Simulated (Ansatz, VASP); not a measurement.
# HfN in VASP and in Ansatz

The input INCAR:

```
PREC = Accurate ; ENCUT = 520
EDIFF = 1E-6 ; ISMEAR = 0
SIGMA = 0.15 ; LREAL = False
LASPH = True ; NELM = 100
ALGO = Normal ; ISIF = 2
LWAVE = False ; LCHARG = True
GGA = PS ; LELF = True
LVHAR = True ; NBANDS = 14
```

File KPOINTS:

```
regular mesh
0
Gamma
  16 16 16
```

POSCAR

```
HfN
1.0
    0.0000000000      2.4548220000      2.4548220000
    2.4548220000      0.0000000000      2.4548220000
    2.4548220000      2.4548220000      0.0000000000
Hf N
1 1
Direct
    0.0152760567      0.0152760567     -0.0152760567
    0.7500000000      0.7500000000      0.7500000000
```

Input for Ansatz:

```yaml
crystal:
  lattice:
    - [0.0, 2.454822, 2.454822]
    - [2.454822, 0.0, 2.454822]
    - [2.454822, 2.454822, 0.0]
  atoms:
    - { symbol: Hf, position: [0.0152760567, 0.0152760567, -0.0152760567] }
    - { symbol: "N", position: [0.75, 0.75, 0.75] }
basis:
  ecutwfc: 420
kpoints:
  mp_grid: { grid: [16, 16, 16] }
hamiltonian:
  xc: pbesol
scf:
  occupations: { method: gaussian, width: 0.15 }
output:
  forces: true
  stress: true
  eigenvalues: true
```

Change from the starting cell: all Hf atoms moved +0.075 Å, as atom 1 along Cartesian [0 0 1].

Alike in both runs: task single point; functional PBEsol; k mesh 16 × 16 × 16; occupations gaussian, width 0.15 eV; no spin polarisation.

```csv
,VASP,Ansatz
version,VASP 6.6.1,Ansatz 0.2.0
potentials or method,"VASP PAW PBE potentials, release 64 (Hf_pv, N), cutoff 520 eV","scalar-relativistic, plane waves, PAW"
valence electrons in the cell,15,31
```

Ansatz gave:

* gap on the k mesh at the Fermi level (eV): none
* pressure (GPa): -4.5
* traceless stress, the component that is largest in VASP (GPa): -3.92
* rms of the force components (eV/Å): 0.494

**Question.** Which values does VASP return?

**Answer.** gap on the k mesh at the Fermi level (eV): none; pressure (GPa): -5.3; traceless stress, the component that is largest in VASP (GPa): -3.92; rms of the force components (eV/Å): 0.496.

VASP's potentials were made for PBE, not for PBEsol. Atom by atom the forces differ by 0.002 eV/Å (rms over components). A gap of «none» marks a metal or a gap that the smearing closes. VASP's potentials hold 15 valence electrons a cell and Ansatz's 31, so a difference there can come from the potentials and not from the codes.

Neither program's run includes spin-orbit coupling.
